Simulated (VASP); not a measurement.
# SnO in VASP: single point with PBE+D3(BJ)

Aim: the single point of SnO with PBE+D3(BJ).

Everything below comes from runs of VASP 6.6.1. Logs are shortened: lines on timing, memory, paths and dates and some standing lists are left out, and cuts for length are marked.

## Step 1: The cell of the first run

The cell holds a slab with vacuum, 8 atoms: a = 3.820 Å, b = 3.820 Å, c = 22.226 Å, α = 90.00°, β = 90.00°, γ = 90.00°.

## Step 2: Single point, PBE+D3(BJ) (layers slid over each other)

INCAR

```
  PREC = Accurate
  ENCUT = 520
  EDIFF = 1E-6
  ISMEAR = 0
  SIGMA = 0.05
  LREAL = False
  LASPH = True
  NELM = 80
  ALGO = Normal
  ISIF = 2
  LWAVE = False
  LCHARG = False
  LDIPOL = True
  IDIPOL = 3
  DIPOL = 0.5 0.5 0.403
  GGA = PE
  IVDW = 12
  NBANDS = 50
```

KPOINTS

```
Automatic mesh
0
Gamma
  7 7 1
```

POSCAR

```
SnO
1.0
    3.8201708766      0.0000000000      0.0000000000
    0.0000000000      3.8201708766      0.0000000000
    0.0000000000      0.0000000000     22.2260720666
Sn O
4 4
Direct
    0.5000000000      0.0000000000      0.2024649244
    0.0000000000      0.5000000000      0.3087831270
    0.0000000000      1.0000000000      0.4977503897
    0.5000000000      0.5000000000      0.6040685923
    0.0000000000      0.0000000000      0.2556240257
    0.5000000000      0.5000000000      0.2556240257
    0.5000000000      1.0000000000      0.5509094910
    0.0000000000      0.5000000000      0.5509094910
```

Potentials or basis: VASP PAW PBE potentials, release 64 (Sn_d, O).

Run with:

```bash
> cat potpaw_PBE.64/Sn_d/POTCAR potpaw_PBE.64/O/POTCAR > POTCAR
> mpirun -np 1 vasp_std > vasp.out
```

OUTCAR:

```text
PREC = Accurate
   ENCUT = 520
   EDIFF = 1E-6
   ISMEAR = 0
   LREAL = False
   LASPH = True
   NELM = 80
   ISIF = 2
   GGA = PE
   IVDW = 12
 IVDW          = 12

 ion  position               nearest neighbor table
   1  0.500  0.000  0.202-   5 2.25   6 2.25   6 2.25   5 2.25   2 3.59   2 3.59   2 3.59   2 3.59

   2  0.000  0.500  0.309-   5 2.25   6 2.25   5 2.25   6 2.25   1 3.59   1 3.59   1 3.59   1 3.59

   3  0.000  0.000  0.498-   7 2.25   8 2.25   8 2.25   7 2.25   4 3.59   4 3.59   4 3.59   4 3.59

   4  0.500  0.500  0.604-   7 2.25   8 2.25   7 2.25   8 2.25   3 3.59   3 3.59   3 3.59   3 3.59

   5  0.000  0.000  0.256-   2 2.25   2 2.25   1 2.25   1 2.25
   6  0.500  0.500  0.256-   2 2.25   2 2.25   1 2.25   1 2.25
   7  0.500  0.000  0.551-   3 2.25   3 2.25   4 2.25   4 2.25
   8  0.000  0.500  0.551-   3 2.25   3 2.25   4 2.25   4 2.25

  LATTYP: Found a simple tetragonal cell.
 ALAT       =     3.8201708766
 C/A-ratio  =     5.8180832179

  Lattice vectors:

 A1 = (   3.8201708766,   0.0000000000,   0.0000000000)
 A2 = (   0.0000000000,   3.8201708766,   0.0000000000)
 A3 = (   0.0000000000,   0.0000000000,  22.2260720666)

Analysis of symmetry for initial positions (statically):
=====================================================================
 Subroutine PRICEL returns:
 Original cell was already a primitive cell.

 Routine SETGRP: Setting up the symmetry group for a
 simple tetragonal supercell.

 Subroutine GETGRP returns: Found  8 space group operations
 (whereof  4 operations were pure point group operations)
 out of a pool of 16 trial point group operations.

The static configuration has the point symmetry C_2v.
 The point group associated with its full space group is D_2h.

Analysis of symmetry for dynamics (positions and initial velocities):
=====================================================================
 Subroutine PRICEL returns:
 Original cell was already a primitive cell.

 Routine SETGRP: Setting up the symmetry group for a
 simple tetragonal supercell.

 Subroutine GETGRP returns: Found  8 space group operations
 (whereof  4 operations were pure point group operations)
 out of a pool of 16 trial point group operations.

The dynamic configuration has the point symmetry C_2v.
 The point group associated with its full space group is D_2h.

 Subroutine INISYM returns: Found  8 space group operations
 (whereof  4 operations are pure point group operations),
 and found     1 'primitive' translations

----------------------------------------------------------------------------------------

                                     Primitive cell

  volume of cell :     324.3608

[... 107 lines left out ...]
   EFERMI_NEDOS =   21; number of points for ismear=-14 and -15
   IALGO  =     38    algorithm
   IMIX   =      4    mixing-type and parameters
     AMIX     =   0.40;   BMIX     =  1.00
     AMIX_MAG =   1.60;   BMIX_MAG =  1.00
  volume/ion in A,a.u.               =      40.55       273.61
  Fermi-wavevector in a.u.,A,eV,Ry     =   1.026665  1.940115 14.341097  1.054041
  Thomas-Fermi vector in A             =   2.160570
   LORBIT       =      0    0 simple, 1 ext, 2 COOP (PROOUT), +10 PAW based schemes
   GGA     = PE    functional components
   LHFCALC =     F    Hartree Fock is set to
   AEXX    =    0.0000 exact exchange contribution
   IVDW    =    12    specifies the selected vdW correction
   LEPSILON=     F    determine dielectric tensor
   LRPA    =     F    only Hartree local field effects (RPA)
 non-spin polarized calculation
 Gauss-broadening in eV      SIGMA  =   0.05
  energy-cutoff  :      520.00
  volume of cell :      324.36
 maximum number of plane-waves:      8769
   NGX = 15   NGY = 15   NGZ = 83

 dipolmoment           0.000000      0.000000      0.000030 electrons x Angstroem

 number of electron      79.9999970 magnetization

 dipolmoment           0.000000      0.000000     -0.000003 electrons x Angstroem

 Free energy of the ion-electron system (eV)
  ---------------------------------------------------
  ext. energy  EPLUGINS =         0.00000000
  ---------------------------------------------------
  free energy    TOTEN  =       -45.17268285 eV

  energy without entropy =      -45.17268285  energy(sigma->0) =      -45.17268285

 E-fermi :   0.0678     XC(G=0):  -5.3201

 val. band max:       -0.2071835147   @ k =   0.1429   0.0000   0.0000
 cond. band min:       2.2673366326   @ k =   0.4286   0.0000   0.0000
 fundamental gap:      2.4745201473
 Fermi energy:         0.0678399806

 k-point     1 :       0.0000    0.0000    0.0000
  band No.  band energies     occupation
      1     -21.0541      2.00000
      2     -21.0541      2.00000
      3     -20.6935      2.00000
      4     -20.6935      2.00000
      5     -20.6559      2.00000
      6     -20.6556      2.00000
[... 837 lines left out ...]
     49       6.3543      0.00000
     50       6.3560      0.00000

------------------------ aborting loop because EDIFF is reached ----------------------------------------

 vacuum level on the upper side and lower side of the slab       (xc-potential included)        -0.158        -0.155

 Edisp (eV)   -1.23801

 E8    (eV) :    -0.5474

  FORCE on cell =-STRESS in cart. coord.  units (eV):
  Direction    XX          YY          ZZ          XY          YZ          ZX
  --------------------------------------------------------------------------------------
  -------------------------------------------------------------------------------------
  Total       0.16550     0.24254    -0.11679     0.00000     0.00000     0.00000
  in kB       0.81747     1.19802    -0.57689     0.00000     0.00000     0.00000
  external pressure =        0.48 kB  Pullay stress =        0.00 kB

 VOLUME and BASIS-vectors are now :
 -----------------------------------------------------------------------------
  energy-cutoff  :      520.00
  volume of cell :      324.36
      direct lattice vectors                 reciprocal lattice vectors
     3.820170877  0.000000000  0.000000000     0.261768395  0.000000000  0.000000000
     0.000000000  3.820170877  0.000000000     0.000000000  0.261768395  0.000000000
     0.000000000  0.000000000 22.226072067     0.000000000  0.000000000  0.044992205

 POSITION                                       TOTAL-FORCE (eV/Angst)
 -----------------------------------------------------------------------------------
      1.91009      0.00000      4.50000         0.000000      0.000000     -0.081720
      0.00000      1.91009      6.86304         0.000000      0.000000      0.140313
      0.00000      0.00000     11.06304         0.000000      0.000000     -0.140313
      1.91009      1.91009     13.42607         0.000000      0.000000      0.081720
      0.00000      0.00000      5.68152         0.000000      0.000000      0.007381
      1.91009      1.91009      5.68152         0.000000      0.000000      0.008144
      1.91009      0.00000     12.24455         0.000000      0.000000     -0.008144
      0.00000      1.91009     12.24455         0.000000      0.000000     -0.007381
 -----------------------------------------------------------------------------------
    total drift:                                0.000000      0.000000     -0.000146

  FREE ENERGIE OF THE ION-ELECTRON SYSTEM (eV)
  ---------------------------------------------------
  free  energy   TOTEN  =       -46.4106974788 eV

  energy  without entropy=      -46.4106974788  energy(sigma->0) =      -46.41069748

 vacuum level on the upper side and lower side of the slab         4.787         4.791
```

OSZICAR:

```text
N       E                     dE             d eps       ncg     rms          rms(c)
DAV:   1     0.953352191556E+03    0.95335E+03   -0.38061E+04  1664   0.181E+03
DAV:   2     0.143299596944E+03   -0.81005E+03   -0.78285E+03  1760   0.496E+02
DAV:   3    -0.376338120068E+02   -0.18093E+03   -0.17503E+03  1948   0.222E+02
[... 15 lines left out ...]
DAV:  19    -0.451726674756E+02   -0.36746E-04   -0.55512E-06  1574   0.213E-02    0.347E-03
DAV:  20    -0.451726769839E+02   -0.95083E-05   -0.10793E-06  1328   0.863E-03    0.254E-03
DAV:  21    -0.451726809867E+02   -0.40028E-05   -0.32375E-07  1102   0.350E-03    0.135E-03
DAV:  22    -0.451726822278E+02   -0.12411E-05   -0.22540E-07  1158   0.397E-03    0.459E-04
DAV:  23    -0.451726828453E+02   -0.61749E-06   -0.16636E-07  1096   0.329E-03
   1 F= -.46410697E+02 E0= -.46410697E+02  d E =-.188187E-15
```

Run time: 5.1 min. Hardware: 1 thread of Intel Xeon Platinum 8488C (Sapphire Rapids), shared host; peak memory 0.44 GiB.

What came out:

```
Free energy                : -46.4107 eV
Largest force              : 0.140 eV/Å
Band gap on the k mesh     : 2.47 eV (least direct gap 2.57 eV)
Dispersion energy per atom : -0.155 eV
```

Forces on the atoms (eV/Å):
```
Sn   0.000  0.000 -0.082
Sn   0.000  0.000  0.140
Sn   0.000  0.000 -0.140
Sn   0.000  0.000  0.082
O    0.000  0.000  0.007
O    0.000  0.000  0.008
O    0.000  0.000 -0.008
O    0.000  0.000 -0.007
```

Levels at points of the mesh, in eV from the valence-band top:
```csv
k point,band 36,band 37,band 38,band 39,band 40,band 41,band 42,band 43,band 44,band 45
"(0.00, 0.00, 0.00)",-1.94,-1.94,-1.94,-0.59,-0.03,2.54,2.87,2.87,3.80,4.89
```

Caveat: the cell differs from its parent crystal (layers slid over each other); spin-orbit coupling is left out, which moves the levels of the heavy elements.
